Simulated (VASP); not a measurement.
The system is Si4N.

```xyz
5
Lattice="-2.7276 2.7276 2.7276 2.7276 -2.7276 2.7276 2.7276 2.7276 -2.7276" Properties=species:S:1:pos:R:3 pbc="T T T"
Si    1.7200   -1.7200    1.7200
Si    1.0076    1.0076    1.0076
Si    1.7200    1.7200   -1.7200
Si   -1.7200    1.7200    1.7200
N     0.0000    0.0000    0.0000
```

- Program: VASP 6.6.1
- Task: relaxation of cell and atoms
- Functional: PBE
- Potentials or basis: VASP PAW PBE potentials, release 64 (Si, N)
- Cutoff: 600 eV
- k mesh: 4 × 4 × 4
- Occupations: gaussian, width 0.1 eV
- Spin: no spin polarisation

At the start: pressure 4.9 GPa; volume 16.23 Å³/atom.

Task: How do energy, volume and symmetry change on relaxing?

Result: Over 7 steps the energy falls by 196.7 meV/atom and the volume is 15.18 Å³/atom (-6.5 %); space group I-43m (No. 217, to 0.05 Å).

The path:
```csv
step,energy change (eV),largest force (eV/Å),pressure (GPa),volume (Å³)
1,0.0000,3.2851,4.90,81.17
2,-0.6141,0.3519,-9.40,87.15
3,-0.7106,0.3628,-6.54,85.29
4,-0.9552,0.1751,-2.33,78.42
5,-0.9829,0.0825,0.37,75.59
6,-0.9828,0.0894,0.17,75.78
7,-0.9837,0.0088,-0.17,75.89
```

Final structure:
```
Si N
1.0
    -2.66712    2.66712    2.66712
     2.66712   -2.66712    2.66712
     2.66712    2.66712   -2.66712
Si N
4 1
Direct
  0.00000 0.59350 0.00000
  0.40649 0.40649 0.40649
  0.00000 0.00000 0.59350
  0.59350 0.00000 0.00000
  0.00000 0.00000 0.00000
```

Caveat: the k points lie up to 0.42 Å⁻¹ apart in the final cell.
